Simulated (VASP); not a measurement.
# W (Fd-3m) in VASP: notebook, part 2 of 2

VASP 6.6.1. Earlier steps stand in the parts before.

## Step 4: Single point, PBE

Input file INCAR:

```
SYSTEM = W
PREC = Accurate
ENCUT = 520
EDIFF = 1E-6
ISMEAR = -1
SIGMA = 0.05
LREAL = .False.
LASPH = .True.
NELM = 100
ALGO = Normal
ISIF = 2
LWAVE = .False.
LCHARG = .False.
GGA = PE
NBANDS = 21
```

Input file KPOINTS:

```
regular mesh
0
Gamma
  15 15 15
  0 0 0
```

Input file POSCAR:

```
W
1.0
    0.0000000000      2.2582868809      2.2582868809
    2.2582868809      0.0000000000      2.2582868809
    2.2582868809      2.2582868809      0.0000000000
W
2
Direct
   -0.1250000000     -0.1250000000     -0.1250000000
    0.1250000000      0.1250000000      0.1250000000
```

Potentials or basis: VASP PAW PBE potentials, release 64 (W_sv).

Started as:

```sh
$ cat potpaw_PBE.64/W_sv/POTCAR > POTCAR
$ mpirun -np 1 vasp_std > vasp.out
```

OUTCAR:

```text
SYSTEM = W
   PREC = Accurate
   ENCUT = 520
   EDIFF = 1E-6
   ISMEAR = -1
   LREAL = .False.
   LASPH = .True.
   NELM = 100
   ISIF = 2
   GGA = PE

 ion  position               nearest neighbor table
   1  0.875  0.875  0.875-   2 1.96   2 1.96   2 1.96   2 1.96
   2  0.125  0.125  0.125-   1 1.96   1 1.96   1 1.96   1 1.96

  LATTYP: Found a face centered cubic cell.
 ALAT       =     4.5165737618

  Lattice vectors:

 A1 = (   0.0000000000,   2.2582868809,   2.2582868809)
 A2 = (   2.2582868809,   0.0000000000,   2.2582868809)
 A3 = (   2.2582868809,   2.2582868809,   0.0000000000)

Analysis of symmetry for initial positions (statically):
=====================================================================
 Subroutine PRICEL returns:
 Original cell was already a primitive cell.

 Routine SETGRP: Setting up the symmetry group for a
 face centered cubic supercell.

 Subroutine GETGRP returns: Found 48 space group operations
 (whereof 12 operations were pure point group operations)
 out of a pool of 48 trial point group operations.

The static configuration has the point symmetry D_3d.
 The point group associated with its full space group is O_h .

Analysis of symmetry for dynamics (positions and initial velocities):
=====================================================================
 Subroutine PRICEL returns:
 Original cell was already a primitive cell.

 Routine SETGRP: Setting up the symmetry group for a
 face centered cubic supercell.

 Subroutine GETGRP returns: Found 48 space group operations
 (whereof 12 operations were pure point group operations)
 out of a pool of 48 trial point group operations.

The dynamic configuration has the point symmetry D_3d.
 The point group associated with its full space group is O_h .

 Subroutine INISYM returns: Found 48 space group operations
 (whereof 12 operations are pure point group operations),
 and found     1 'primitive' translations

----------------------------------------------------------------------------------------

                                     Primitive cell

  volume of cell :      23.0339

  direct lattice vectors                    reciprocal lattice vectors
     0.000000000  2.258286881  2.258286881    -0.221406768  0.221406768  0.221406768
     2.258286881  0.000000000  2.258286881     0.221406768 -0.221406768  0.221406768
     2.258286881  2.258286881  0.000000000     0.221406768  0.221406768 -0.221406768

  length of vectors
     3.193699935  3.193699935  3.193699935     0.383487772  0.383487772  0.383487772

  position of ions in fractional coordinates (direct lattice)
     0.875000000  0.875000000  0.875000000
     0.125000000  0.125000000  0.125000000

  ion indices of the primitive-cell ions
   primitive index   ion index
                 1           1
                 2           2

----------------------------------------------------------------------------------------

 KPOINTS: regular mesh

Automatic generation of k-mesh.
 Grid dimensions read from file:
 generate k-points for:   15   15   15

 Generating k-lattice:

  Cartesian coordinates                     Fractional coordinates (reciprocal lattice)
    -0.014760451  0.014760451  0.014760451     0.066666667  0.000000000  0.000000000
     0.014760451 -0.014760451  0.014760451     0.000000000  0.066666667  0.000000000
     0.014760451  0.014760451 -0.014760451     0.000000000  0.000000000  0.066666667

  Length of vectors
     0.025565851  0.025565851  0.025565851

  Shift w.r.t. Gamma in fractional coordinates (k-lattice)
     0.000000000  0.000000000  0.000000000

 Subroutine IBZKPT returns following result:
 ===========================================

 Found    120 irreducible k-points:

 Following reciprocal coordinates:
            Coordinates               Weight
  0.000000  0.000000  0.000000      1.000000
  0.066667  0.000000  0.000000      8.000000
  0.133333  0.000000  0.000000      8.000000
  0.200000  0.000000  0.000000      8.000000
  0.266667  0.000000  0.000000      8.000000
  0.333333  0.000000  0.000000      8.000000
[... 16 lines left out ...]
  0.133333  0.133333  0.000000      6.000000
  0.200000  0.133333  0.000000     24.000000
 [... further k-points ...]
   k-points           NKPTS =    120   k-points in BZ     NKDIM =    120   number of bands    NBANDS=     21
   number of dos      NEDOS =    301   number of ions     NIONS =      2
   total plane-waves  NPLWV =  13824
   dimension x,y,z NGX =    24 NGY =   24 NGZ =   24
   dimension x,y,z NGXF=    48 NGYF=   48 NGZF=   48
   ions per type =               2
   NGX,Y,Z   is equivalent  to a cutoff of  12.49, 12.49, 12.49 a.u.
   NGXF,Y,Z  is equivalent  to a cutoff of  24.99, 24.99, 24.99 a.u.
 SYSTEM =  W
   PREC   = accura    normal or accurate (medium, high low for compatibility)
   ISTART =      0    job   : 0-new  1-cont  2-samecut
   ICHARG =      2    charge: 1-file 2-atom 10-const
   ISPIN  =      1    spin polarized calculation?
   LNONCOLLINEAR =      F non collinear calculations
   LSORBIT =      F    spin-orbit coupling
   LASPH  =      T    aspherical Exc in radial PAW
   ENCUT  =  520.0 eV  38.22 Ry    6.18 a.u.   5.94  5.94  5.94*2*pi/ulx,y,z
   NELM   =    100;   NELMIN=  2; NELMDL= -5     # of ELM steps
   EDIFF  = 0.1E-05   stopping-criterion for ELM
   LREAL  =      F    real-space projection
   EDIFFG = 0.1E-04   stopping-criterion for IOM
   NSW    =      0    number of steps for IOM
   IBRION =     -1    ionic relax: 0-MD 1-quasi-New 2-CG
   NFREE  =      0    steps in history (QN), initial steepest desc. (CG)
   ISIF   =      2    stress and relaxation
   ISYM   =      2    0-nonsym 1-usesym 2-fastsym
   POTIM  = 0.5000    time-step for ionic-motion
   TEBEG  =    0.0;   TEEND  =   0.0 temperature during run
   PSTRESS=    0.0 pullay stress
   NELECT =      28.0000    total number of electrons
   NUPDOWN=      -1.0000    fix difference up-down
   EMIN   =  10.00;   EMAX   =-10.00  energy-range for DOS
   EFERMI =   0.00;   METHOD = LEGACY
   ISMEAR =    -1;   SIGMA  =   0.05  broadening in eV -4-tet -1-fermi 0-gaus
   EFERMI_NEDOS =   21; number of points for ismear=-14 and -15
   IALGO  =     38    algorithm
   IMIX   =      4    mixing-type and parameters
     AMIX     =   0.40;   BMIX     =  1.00
     AMIX_MAG =   1.60;   BMIX_MAG =  1.00
  volume/ion in A,a.u.               =      11.52        77.72
  Fermi-wavevector in a.u.,A,eV,Ry     =   1.747183  3.301697 41.533804  3.052648
  Thomas-Fermi vector in A             =   2.818533
   LORBIT       =      0    0 simple, 1 ext, 2 COOP (PROOUT), +10 PAW based schemes
   GGA     = PE    functional components
   LHFCALC =     F    Hartree Fock is set to
   AEXX    =    0.0000 exact exchange contribution
   IVDW    =     0    specifies the selected vdW correction
   LEPSILON=     F    determine dielectric tensor
   LRPA    =     F    only Hartree local field effects (RPA)
 non-spin polarized calculation
  energy-cutoff  :      520.00
  volume of cell :       23.03
 maximum number of plane-waves:       635
   NGX = 11   NGY = 11   NGZ = 11

 number of electron      27.9999995 magnetization

 Free energy of the ion-electron system (eV)
  ---------------------------------------------------
  ext. energy  EPLUGINS =         0.00000000
  ---------------------------------------------------
  free energy    TOTEN  =        -1.35805307 eV

  energy without entropy =       -1.34982214  energy(sigma->0) =       -1.35393761

 E-fermi :  16.2689     XC(G=0): -15.0365

 val. band max:       16.2607432836   @ k =  -0.1333   0.2000   0.0667
 cond. band min:      16.2757740799   @ k =  -0.1333   0.2000   0.0667
 fundamental gap:      0.0150307963
 Fermi energy:        16.2689327787

 k-point     1 :       0.0000    0.0000    0.0000
  band No.  band energies     occupation
      1     -59.7926      2.00000
      2     -55.7255      2.00000
      3     -25.4438      2.00000
      4     -25.4438      2.00000
      5     -25.4438      2.00000
      6     -20.5212      2.00000
[... 13 lines left out ...]
     20      28.0990      0.00000
     21      31.3416      0.00000
[... 529 lines left out ...]
 k-point    24 :       0.2000    0.1333    0.0000
  band No.  band energies     occupation
      1     -59.5394      2.00000
      2     -56.0688      2.00000
      3     -25.8641      2.00000
      4     -25.8599      2.00000
      5     -25.0552      2.00000
      6     -20.8069      2.00000
[... 13 lines left out ...]
     20      28.1751      0.00000
     21      32.2605      0.00000

 [... further k-points ...]

------------------------ aborting loop because EDIFF is reached ----------------------------------------

  FORCE on cell =-STRESS in cart. coord.  units (eV):
  Direction    XX          YY          ZZ          XY          YZ          ZX
  --------------------------------------------------------------------------------------
  -------------------------------------------------------------------------------------
  Total       64.6407528     64.6407528     64.6407528      0.0000000      0.0000000      0.0000000
  in kB     4496.2417862   4496.2417862   4496.2417862      0.0000000      0.0000000      0.0000000
  external PRESSURE =    4496.2417862 kB  Pullay stress =       0.0000000 kB

 VOLUME and BASIS-vectors are now :
 -----------------------------------------------------------------------------
  energy-cutoff  :      520.00
  volume of cell :       23.03
      direct lattice vectors                 reciprocal lattice vectors
     0.000000000  2.258286881  2.258286881    -0.221406768  0.221406768  0.221406768
     2.258286881  0.000000000  2.258286881     0.221406768 -0.221406768  0.221406768
     2.258286881  2.258286881  0.000000000     0.221406768  0.221406768 -0.221406768

 POSITION                                       TOTAL-FORCE (eV/Angst)
 -----------------------------------------------------------------------------------
      3.95200      3.95200      3.95200        -0.000000     -0.000000     -0.000000
      0.56457      0.56457      0.56457         0.000000      0.000000      0.000000
 -----------------------------------------------------------------------------------
    total drift:                                0.000000      0.000000      0.000000

  FREE ENERGIE OF THE ION-ELECTRON SYSTEM (eV)
  ---------------------------------------------------
  free  energy   TOTEN  =        -1.3580530731 eV

  energy  without entropy=       -1.3498221398  energy(sigma->0) =       -1.35393761
```

OSZICAR:

```text
N       E                     dE             d eps       ncg     rms          rms(c)
DAV:   1     0.322383441347E+03    0.32238E+03   -0.16671E+04  5072   0.169E+03
DAV:   2     0.792295401576E+01   -0.31446E+03   -0.30445E+03  5385   0.497E+02
DAV:   3    -0.195072735303E+01   -0.98737E+01   -0.97839E+01  5600   0.895E+01
DAV:   4    -0.201684182068E+01   -0.66114E-01   -0.66079E-01  5575   0.773E+00
DAV:   5    -0.201748289934E+01   -0.64108E-03   -0.64107E-03  5590   0.741E-01    0.834E+01
DAV:   6    -0.155356739632E+01    0.46392E+00   -0.18809E-01  5280   0.358E+00    0.514E+01
DAV:   7    -0.136530289362E+01    0.18826E+00   -0.23029E-01  5360   0.396E+00    0.153E+00
DAV:   8    -0.135801416102E+01    0.72887E-02   -0.24031E-02  5310   0.140E+00    0.822E-02
DAV:   9    -0.135804443435E+01   -0.30273E-04   -0.37638E-04  5725   0.153E-01    0.322E-02
DAV:  10    -0.135805501071E+01   -0.10576E-04   -0.26447E-05  5440   0.584E-02    0.130E-02
DAV:  11    -0.135805364138E+01    0.13693E-05   -0.26003E-06  4575   0.150E-02    0.969E-04
DAV:  12    -0.135805307315E+01    0.56823E-06   -0.19124E-07  2815   0.466E-03
   1 F= -.13580531E+01 E0= -.13539376E+01  d E =-.823093E-02
```

Run time: 15 s. Hardware: 1 thread of Intel Xeon 6975P-C (Granite Rapids), shared host; peak memory 0.17 GiB.

Results:

* Free energy: -1.3581 eV
* Pressure: 449.6 GPa
* Band gap on the k mesh: zero (band 14 reaches 16.78 eV, above the bottom of band 15 at 15.08 eV)

Levels at points of the mesh, in eV from the Fermi level:
```csv
k point,band 10,band 11,band 12,band 13,band 14,band 15,band 16,band 17,band 18,band 19
"(0.00, 0.00, 0.00)",-7.25,-7.25,-2.80,-2.80,-2.80,3.25,3.25,3.25,11.31,11.31
```

Caveat: spin-orbit coupling is left out, which moves the levels of the heavy elements.

## Step 5: Single point, PBE

Input file INCAR:

```
SYSTEM = W
PREC     = Accurate       ! precision mode
ENCUT    = 520            ! plane-wave cutoff, eV
EDIFF    = 1E-6           ! SCF threshold, eV
ISMEAR   = -1             ! smearing method
SIGMA    = 0.05           ! smearing width, eV
LREAL    = .FALSE.        ! projectors in reciprocal space
LASPH    = .TRUE.         ! aspherical terms in the spheres
NELM     = 100            ! most SCF steps
ALGO     = Normal         ! electronic algorithm
ISIF     = 2              ! what is computed and relaxed
LWAVE    = .FALSE.        ! write WAVECAR
LCHARG   = .FALSE.        ! write CHGCAR
GGA      = PE             ! functional
NBANDS   = 21             ! bands
```

Input file KPOINTS:

```
Automatic mesh
0
G
  15 15 15
  0 0 0
```

Input file POSCAR:

```
W
1.0
    0.0000000000      2.2586950328      2.2586950328
    2.2586950328      0.0000000000      2.2586950328
    2.2586950328      2.2586950328      0.0000000000
W
2
Direct
   -0.1250000000     -0.1250000000     -0.1250000000
    0.1250000000      0.1250000000      0.1250000000
```

Potentials or basis: VASP PAW PBE potentials, release 64 (W_sv).

Started as:

```sh
$ cat potpaw_PBE.64/W_sv/POTCAR > POTCAR
$ mpirun -np 1 vasp_std > vasp.out
```

OUTCAR:

```text
SYSTEM = W
   PREC = Accurate
   ENCUT = 520
   EDIFF = 1E-6
   ISMEAR = -1
   LREAL = .FALSE.
   LASPH = .TRUE.
   NELM = 100
   ISIF = 2
   GGA = PE

 ion  position               nearest neighbor table
   1  0.875  0.875  0.875-   2 1.96   2 1.96   2 1.96   2 1.96
   2  0.125  0.125  0.125-   1 1.96   1 1.96   1 1.96   1 1.96

  LATTYP: Found a face centered cubic cell.
 ALAT       =     4.5173900656

  Lattice vectors:

 A1 = (   0.0000000000,   2.2586950328,   2.2586950328)
 A2 = (   2.2586950328,   0.0000000000,   2.2586950328)
 A3 = (   2.2586950328,   2.2586950328,   0.0000000000)

Analysis of symmetry for initial positions (statically):
=====================================================================
 Subroutine PRICEL returns:
 Original cell was already a primitive cell.

 Routine SETGRP: Setting up the symmetry group for a
 face centered cubic supercell.

 Subroutine GETGRP returns: Found 48 space group operations
 (whereof 12 operations were pure point group operations)
 out of a pool of 48 trial point group operations.

The static configuration has the point symmetry D_3d.
 The point group associated with its full space group is O_h .

Analysis of symmetry for dynamics (positions and initial velocities):
=====================================================================
 Subroutine PRICEL returns:
 Original cell was already a primitive cell.

 Routine SETGRP: Setting up the symmetry group for a
 face centered cubic supercell.

 Subroutine GETGRP returns: Found 48 space group operations
 (whereof 12 operations were pure point group operations)
 out of a pool of 48 trial point group operations.

The dynamic configuration has the point symmetry D_3d.
 The point group associated with its full space group is O_h .

 Subroutine INISYM returns: Found 48 space group operations
 (whereof 12 operations are pure point group operations),
 and found     1 'primitive' translations

[... 110 lines left out ...]
   EFERMI_NEDOS =   21; number of points for ismear=-14 and -15
   IALGO  =     38    algorithm
   IMIX   =      4    mixing-type and parameters
     AMIX     =   0.40;   BMIX     =  1.00
     AMIX_MAG =   1.60;   BMIX_MAG =  1.00
  volume/ion in A,a.u.               =      11.52        77.76
  Fermi-wavevector in a.u.,A,eV,Ry     =   1.746867  3.301101 41.518795  3.051545
  Thomas-Fermi vector in A             =   2.818278
   LORBIT       =      0    0 simple, 1 ext, 2 COOP (PROOUT), +10 PAW based schemes
   GGA     = PE    functional components
   LHFCALC =     F    Hartree Fock is set to
   AEXX    =    0.0000 exact exchange contribution
   IVDW    =     0    specifies the selected vdW correction
   LEPSILON=     F    determine dielectric tensor
   LRPA    =     F    only Hartree local field effects (RPA)
 non-spin polarized calculation
  energy-cutoff  :      520.00
  volume of cell :       23.05
 maximum number of plane-waves:       635
   NGX = 11   NGY = 11   NGZ = 11

 number of electron      27.9999995 magnetization

 Free energy of the ion-electron system (eV)
  ---------------------------------------------------
  ext. energy  EPLUGINS =         0.00000000
  ---------------------------------------------------
  free energy    TOTEN  =        -1.39307648 eV

  energy without entropy =       -1.38484924  energy(sigma->0) =       -1.38896286

 E-fermi :  16.2572     XC(G=0): -15.0331

 val. band max:       16.2500033922   @ k =  -0.1333   0.2000   0.0667
 cond. band min:      16.2647603416   @ k =  -0.1333   0.2000   0.0667
 fundamental gap:      0.0147569493
 Fermi energy:        16.2572299686

 k-point     1 :       0.0000    0.0000    0.0000
  band No.  band energies     occupation
      1     -59.7977      2.00000
      2     -55.7367      2.00000
      3     -25.4486      2.00000
      4     -25.4486      2.00000
      5     -25.4486      2.00000
      6     -20.5304      2.00000
[... 565 lines left out ...]
     20      28.1587      0.00000
     21      32.2467      0.00000

 [... further k-points ...]

------------------------ aborting loop because EDIFF is reached ----------------------------------------

  FORCE on cell =-STRESS in cart. coord.  units (eV):
  Direction    XX          YY          ZZ          XY          YZ          ZX
  --------------------------------------------------------------------------------------
  -------------------------------------------------------------------------------------
  Total       64.5602746     64.5602746     64.5602746     -0.0000000      0.0000000      0.0000000
  in kB     4488.2099583   4488.2099583   4488.2099583     -0.0000000      0.0000000      0.0000000
  external PRESSURE =    4488.2099583 kB  Pullay stress =       0.0000000 kB

 VOLUME and BASIS-vectors are now :
 -----------------------------------------------------------------------------
  energy-cutoff  :      520.00
  volume of cell :       23.05
      direct lattice vectors                 reciprocal lattice vectors
     0.000000000  2.258695033  2.258695033    -0.221366759  0.221366759  0.221366759
     2.258695033  0.000000000  2.258695033     0.221366759 -0.221366759  0.221366759
     2.258695033  2.258695033  0.000000000     0.221366759  0.221366759 -0.221366759

 POSITION                                       TOTAL-FORCE (eV/Angst)
 -----------------------------------------------------------------------------------
      3.95272      3.95272      3.95272         0.000000      0.000000      0.000000
      0.56467      0.56467      0.56467        -0.000000     -0.000000     -0.000000
 -----------------------------------------------------------------------------------
    total drift:                                0.000000      0.000000      0.000000

  FREE ENERGIE OF THE ION-ELECTRON SYSTEM (eV)
  ---------------------------------------------------
  free  energy   TOTEN  =        -1.3930764841 eV

  energy  without entropy=       -1.3848492382  energy(sigma->0) =       -1.38896286
```

It took 14 s on 1 thread of Intel Xeon 6975P-C (Granite Rapids), shared host; peak memory 0.17 GiB.

Results:

- Free energy: -1.3931 eV
- Pressure: 448.8 GPa
- Band gap on the k mesh: zero (band 14 reaches 16.77 eV, above the bottom of band 15 at 15.07 eV)

Caveat: spin-orbit coupling is left out, which moves the levels of the heavy elements.
